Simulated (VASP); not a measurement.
The system is HgS2.

```xyz
6
Lattice="6.0522 0.0000 0.0000 0.0000 6.0522 0.0000 0.0000 0.0000 3.8982" Properties=species:S:1:pos:R:3 pbc="T T T"
Hg    0.0000    0.0000    0.0000
Hg    3.0261    3.0261    1.9491
S     1.8520    1.8520    0.0000
S     1.1741    4.8780    1.9491
S     4.2002    4.2002    0.0000
S     4.8780    1.1741    1.9491
```

- Program: VASP 6.6.1
- Task: relaxation of cell and atoms
- Functional: r2SCAN
- Potentials or basis: VASP PAW PBE potentials, release 64 (Hg, S)
- Cutoff: 600 eV
- k mesh: 4 × 4 × 4
- Occupations: gaussian, width 0.1 eV
- Spin: no spin polarisation

At the start: pressure -0.7 GPa; volume 23.80 Å³/atom.

Task: How do energy, volume and symmetry change on relaxing?

Result: Over 15 steps the energy falls by 99.2 meV/atom and the volume is 28.19 Å³/atom (+18.5 %); space group P4_2/mnm (No. 136, to 0.1 Å) before and after.

The path:
```
step  energy change (eV)  largest force (eV/Å)  pressure (GPa)  volume (Å³)
   1              0.0000                0.7296           -0.71       142.79
   2             -0.1184                0.6197            1.11       140.60
   3             -0.1751                0.2254            4.74       137.49
   4             -0.1791                0.3587            3.75       138.23
   5             -0.2358                0.2675            3.61       139.60
   6             -0.3568                0.0151            3.51       143.73
   7             -0.4101                0.7151            4.68       152.03
   8             -0.5314                0.4130            1.82       160.56
   9             -0.5498                0.0759           -0.80       171.37
  10             -0.5572                0.1832           -0.03       167.81
  11             -0.5573                0.1924            0.05       167.48
  12             -0.5669                0.1658            0.04       167.73
  13             -0.5876                0.0849            0.05       168.45
  14             -0.5890                0.0761            0.08       169.78
  15             -0.5952                0.0002            0.06       169.16
```

Final structure:
```cif
data_structure
_symmetry_space_group_name_H-M 'P 1'
_symmetry_Int_Tables_number 1
_cell_length_a 6.8065
_cell_length_b 6.8065
_cell_length_c 3.6513
_cell_angle_alpha 90.000
_cell_angle_beta 90.000
_cell_angle_gamma 90.000
_cell_volume 169.16
loop_
_atom_site_label
_atom_site_type_symbol
_atom_site_fract_x
_atom_site_fract_y
_atom_site_fract_z
_atom_site_occupancy
Hg1 Hg 0.00000 0.00000 0.00000 1
Hg2 Hg 0.50000 0.50000 0.50000 1
S1 S 0.33565 0.33565 0.00000 1
S2 S 0.16435 0.83565 0.50000 1
S3 S 0.66435 0.66435 0.00000 1
S4 S 0.83565 0.16435 0.50000 1
```

Caveat: the volume moved by over 15 % at a fixed basis, so the end points are rough; the PAW data sets were made with another functional, which shifts forces and pressure a little.
